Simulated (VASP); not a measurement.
# MnS (F-43m) in VASP: a series of runs, part 2 of 2

VASP 6.6.1. Earlier steps stand in the parts before.

### 4 Single point, RPBE+D3(BJ), collinear spin, ferromagnetic start

This run uses another cell than the first one, of 16.04 Å³/atom, 1.060 times its volume.

Contents of INCAR:

```
SYSTEM = MnS
PREC     = Accurate       ! precision mode
ENCUT    = 520            ! plane-wave cutoff, eV
EDIFF    = 1E-6           ! SCF threshold, eV
ISMEAR   = -1             ! smearing method
SIGMA    = 0.05           ! smearing width, eV
LREAL    = .False.        ! projectors in reciprocal space
LASPH    = .True.         ! aspherical terms in the spheres
NELM     = 150            ! most SCF steps
ALGO     = Normal         ! electronic algorithm
ISIF     = 2              ! what is computed and relaxed
LWAVE    = .False.        ! write WAVECAR
LCHARG   = .True.         ! write CHGCAR
ISPIN    = 2              ! spin polarisation
MAGMOM   = 4 0            ! initial moments
LORBIT   = 11             ! projections on sites
LMAXMIX  = 4              ! l up to which the mixer works
GGA      = RP             ! functional
IVDW     = 12             ! dispersion correction
LELF     = .True.         ! ELF
LVHAR    = .True.       
NBANDS   = 20             ! bands
```

Contents of KPOINTS:

```
regular mesh
0
Gamma
  9 9 9
  0 0 0
```

Contents of POSCAR:

```
MnS
1.0
    0.0000000000      2.5219750179      2.5219750179
    2.5219750179      0.0000000000      2.5219750179
    2.5219750179      2.5219750179      0.0000000000
Mn S
1 1
Direct
    0.0000000000      0.0000000000      0.0000000000
    0.7500000000      0.7500000000      0.7500000000
```

Potentials or basis: VASP PAW PBE potentials, release 64 (Mn_pv, S).

On the command line:

```console
$ cat potpaw_PBE.64/Mn_pv/POTCAR potpaw_PBE.64/S/POTCAR > POTCAR
$ mpirun -np 1 vasp_std > vasp.out
```

OUTCAR:

```text
SYSTEM = MnS
   PREC = Accurate
   ENCUT = 520
   EDIFF = 1E-6
   ISMEAR = -1
   LREAL = .False.
   LASPH = .True.
   NELM = 150
   ISIF = 2
   ISPIN = 2
   LORBIT = 11
   GGA = RP
   IVDW = 12
 IVDW          = 12

 ion  position               nearest neighbor table
   1  0.000  0.000  0.000-   2 2.18   2 2.18   2 2.18   2 2.18
   2  0.750  0.750  0.750-   1 2.18   1 2.18   1 2.18   1 2.18

  LATTYP: Found a face centered cubic cell.
 ALAT       =     5.0439500358

  Lattice vectors:

 A1 = (   0.0000000000,   2.5219750179,   2.5219750179)
 A2 = (   2.5219750179,   0.0000000000,   2.5219750179)
 A3 = (   2.5219750179,   2.5219750179,   0.0000000000)

Analysis of symmetry for initial positions (statically):
=====================================================================
 Subroutine PRICEL returns:
 Original cell was already a primitive cell.

 Routine SETGRP: Setting up the symmetry group for a
 face centered cubic supercell.

 Subroutine GETGRP returns: Found 24 space group operations
 (whereof 24 operations were pure point group operations)
 out of a pool of 48 trial point group operations.

The static configuration has the point symmetry T_d .

Analysis of symmetry for dynamics (positions and initial velocities):
=====================================================================
 Subroutine PRICEL returns:
 Original cell was already a primitive cell.

 Routine SETGRP: Setting up the symmetry group for a
 face centered cubic supercell.

 Subroutine GETGRP returns: Found 24 space group operations
 (whereof 24 operations were pure point group operations)
 out of a pool of 48 trial point group operations.

The dynamic configuration has the point symmetry T_d .

Analysis of structural, dynamic, and magnetic symmetry:
=====================================================================
 Subroutine PRICEL returns:
 Original cell was already a primitive cell.

 Routine SETGRP: Setting up the symmetry group for a
 face centered cubic supercell.

 Subroutine GETGRP returns: Found 24 space group operations
 (whereof 24 operations were pure point group operations)
 out of a pool of 48 trial point group operations.

The overall configuration has the point symmetry T_d .

 Subroutine INISYM returns: Found 24 space group operations
 (whereof 24 operations are pure point group operations),
 and found     1 'primitive' translations

----------------------------------------------------------------------------------------

                                     Primitive cell

  volume of cell :      32.0813

  direct lattice vectors                    reciprocal lattice vectors
     0.000000000  2.521975018  2.521975018    -0.198257317  0.198257317  0.198257317
     2.521975018  0.000000000  2.521975018     0.198257317 -0.198257317  0.198257317
     2.521975018  2.521975018  0.000000000     0.198257317  0.198257317 -0.198257317

  length of vectors
     3.566611274  3.566611274  3.566611274     0.343391746  0.343391746  0.343391746

  position of ions in fractional coordinates (direct lattice)
     0.000000000  0.000000000  0.000000000
     0.750000000  0.750000000  0.750000000

  ion indices of the primitive-cell ions
   primitive index   ion index
                 1           1
                 2           2

[... 66 lines left out ...]
   LNONCOLLINEAR =      F non collinear calculations
   LSORBIT =      F    spin-orbit coupling
   LASPH  =      T    aspherical Exc in radial PAW
   ENCUT  =  520.0 eV  38.22 Ry    6.18 a.u.   6.63  6.63  6.63*2*pi/ulx,y,z
   NELM   =    150;   NELMIN=  2; NELMDL= -5     # of ELM steps
   EDIFF  = 0.1E-05   stopping-criterion for ELM
   LREAL  =      F    real-space projection
   EDIFFG = 0.1E-04   stopping-criterion for IOM
   NSW    =      0    number of steps for IOM
   IBRION =     -1    ionic relax: 0-MD 1-quasi-New 2-CG
   NFREE  =      0    steps in history (QN), initial steepest desc. (CG)
   ISIF   =      2    stress and relaxation
   ISYM   =      2    0-nonsym 1-usesym 2-fastsym
   POTIM  = 0.5000    time-step for ionic-motion
   TEBEG  =    0.0;   TEEND  =   0.0 temperature during run
   PSTRESS=    0.0 pullay stress
   NELECT =      19.0000    total number of electrons
   NUPDOWN=      -1.0000    fix difference up-down
   EMIN   =  10.00;   EMAX   =-10.00  energy-range for DOS
   EFERMI =   0.00;   METHOD = LEGACY
   ISMEAR =    -1;   SIGMA  =   0.05  broadening in eV -4-tet -1-fermi 0-gaus
   EFERMI_NEDOS =   21; number of points for ismear=-14 and -15
   IALGO  =     38    algorithm
   IMIX   =      4    mixing-type and parameters
     AMIX     =   0.40;   BMIX     =  1.00
     AMIX_MAG =   1.60;   BMIX_MAG =  1.00
  volume/ion in A,a.u.               =      16.04       108.25
  Fermi-wavevector in a.u.,A,eV,Ry     =   1.374808  2.598010 25.716316  1.890096
  Thomas-Fermi vector in A             =   2.500201
   LORBIT       =     11    0 simple, 1 ext, 2 COOP (PROOUT), +10 PAW based schemes
   GGA     = RP    functional components
   LHFCALC =     F    Hartree Fock is set to
   AEXX    =    0.0000 exact exchange contribution
   IVDW    =    12    specifies the selected vdW correction
   LEPSILON=     F    determine dielectric tensor
   LRPA    =     F    only Hartree local field effects (RPA)
 spin polarized calculation
  energy-cutoff  :      520.00
  volume of cell :       32.08
 maximum number of plane-waves:       889
   NGX = 13   NGY = 13   NGZ = 13

 number of electron      19.0000013 magnetization       2.8520457

 Free energy of the ion-electron system (eV)
  ---------------------------------------------------
  ext. energy  EPLUGINS =         0.00000000
  ---------------------------------------------------
  free energy    TOTEN  =       -12.74909566 eV

  energy without entropy =      -12.72693923  energy(sigma->0) =      -12.73801745

 E-fermi :   7.3580     XC(G=0): -10.7989

 val. band max:        7.3537978806   @ k =   0.1111   0.1111   0.0000
 cond. band min:       7.3592223233   @ k =  -0.4444   0.2222   0.0000
 fundamental gap:      0.0054244428
 Fermi energy:         7.3580480812

 spin component 1

 k-point     1 :       0.0000    0.0000    0.0000
  band No.  band energies     occupation
      1     -42.3016      1.00000
      2     -42.3016      1.00000
      3     -42.3016      1.00000
      4      -8.0676      1.00000
      5       1.9671      1.00000
      6       1.9671      1.00000
[... 541 lines left out ...]
     19      23.3540      0.00000
     20      23.3540      0.00000

 [... further k-points ...]

 spin component 2

 k-point     1 :       0.0000    0.0000    0.0000
  band No.  band energies     occupation
      1     -39.4446      1.00000
      2     -39.4446      1.00000
      3     -39.4446      1.00000
      4      -7.9537      1.00000
      5       2.8306      1.00000
      6       2.8306      1.00000
[... 541 lines left out ...]
     19      23.7368      0.00000
     20      23.7368      0.00000

 [... further k-points ...]

------------------------ aborting loop because EDIFF is reached ----------------------------------------

 Edisp (eV)   -3.65138

 E8    (eV) :    -2.1926

  FORCE on cell =-STRESS in cart. coord.  units (eV):
  Direction    XX          YY          ZZ          XY          YZ          ZX
  --------------------------------------------------------------------------------------
  -------------------------------------------------------------------------------------
  Total      -1.26827    -1.26827    -1.26827     0.00000    -0.00000    -0.00000
  in kB     -63.33888   -63.33888   -63.33888     0.00000    -0.00000    -0.00000
  external pressure =      -63.34 kB  Pullay stress =        0.00 kB

 VOLUME and BASIS-vectors are now :
 -----------------------------------------------------------------------------
  energy-cutoff  :      520.00
  volume of cell :       32.08
      direct lattice vectors                 reciprocal lattice vectors
     0.000000000  2.521975018  2.521975018    -0.198257317  0.198257317  0.198257317
     2.521975018  0.000000000  2.521975018     0.198257317 -0.198257317  0.198257317
     2.521975018  2.521975018  0.000000000     0.198257317  0.198257317 -0.198257317

 POSITION                                       TOTAL-FORCE (eV/Angst)
 -----------------------------------------------------------------------------------
      0.00000      0.00000      0.00000        -0.000000     -0.000000     -0.000000
      3.78296      3.78296      3.78296         0.000000      0.000000      0.000000
 -----------------------------------------------------------------------------------
    total drift:                               -0.000001     -0.000001     -0.000001

  FREE ENERGIE OF THE ION-ELECTRON SYSTEM (eV)
  ---------------------------------------------------
  free  energy   TOTEN  =       -16.4004760958 eV

  energy  without entropy=      -16.3783196580  energy(sigma->0) =      -16.38939788

 total charge

# of ion       s       p       d       tot
------------------------------------------
    1        0.333   6.322   5.187  11.842
    2        1.328   2.471   0.000   3.799
--------------------------------------------------
tot          1.662   8.793   5.187  15.641

 magnetization (x)

# of ion       s       p       d       tot
------------------------------------------
    1        0.039   0.051   2.629   2.720
    2        0.001  -0.051   0.000  -0.050
--------------------------------------------------
tot          0.040   0.000   2.629   2.669
```

Wall time 38 s (1 thread of Intel Xeon 6975P-C (Granite Rapids), shared host); peak memory 0.19 GiB.

What came out:

```
Free energy                                           : -16.4005 eV
Pressure                                              : -6.3 GPa
Net moment                                            : 2.85 μB per cell
Site moments                                          : Mn +2.72; S -0.05 μB
Valence electrons inside the program's atomic spheres : Mn 11.84; S 3.80
Dispersion energy per atom                            : -1.826 eV
```

Levels at points of the mesh, in eV from the Fermi level:
Spin up:
```csv
k point,band 7,band 8,band 9,band 10,band 11,band 12,band 13,band 14,band 15,band 16
"(0.00, 0.00, 0.00)",-5.39,-2.49,-2.49,2.22,2.22,2.22,2.99,6.99,6.99,6.99
```
Spin down:
```csv
k point,band 6,band 7,band 8,band 9,band 10,band 11
"(0.00, 0.00, 0.00)",-4.53,-4.53,0.21,0.21,3.28,3.79
```

Caveat: the PAW data sets were made with another functional, which shifts forces and pressure a little; a cell with one magnetic atom can't hold antiferromagnetic order, which such compounds often take; semilocal functionals often make such compounds metallic where correlation or magnetic order opens a gap, which also shifts bond lengths; pairwise dispersion overbinds metals, which lowers pressure and volume. With open d or f shells a metallic result of RPBE can be an artefact of self-interaction; +U or a hybrid may open a gap.
